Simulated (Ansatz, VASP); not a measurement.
**WCl: VASP beside Ansatz**

```
CELL_PARAMETERS angstrom
0.00000 2.52407 2.52407
2.52407 0.00000 2.52407
2.52407 2.52407 0.00000
ATOMIC_POSITIONS crystal
W 0.00000 0.00000 0.00000
Cl 0.50000 0.50000 0.50000
```

Change from the starting cell: species swapped into the TbSb type (Fm-3m, No. 225).

Alike in both runs: functional PBE; k mesh 6 × 6 × 6; occupations gaussian, width 0.2 eV; no spin polarisation.

Ansatz relaxed the structure, and its values are those at the end. VASP's run is a single point on that final structure, the one shown.

|  | VASP | Ansatz |
| --- | --- | --- |
| version | VASP 6.6.1 | Ansatz 0.2.0 |
| potentials or method | VASP PAW PBE potentials, release 64 (W_sv, Cl), cutoff 500 eV | scalar-relativistic, plane waves, PAW |
| valence electrons in the cell | 21 | 21 |

|  | VASP | Ansatz | Ansatz less VASP |
| --- | --- | --- | --- |
| gap on the k mesh at the Fermi level (eV) | none | none | - |
| pressure (GPa) | 0.2 | -0.8 | -0.92 |

A gap of «none» marks a metal or a gap that the smearing closes. With one functional, cell and mesh, what is left measures potentials, basis and numerics.

Spin-orbit coupling is off throughout.
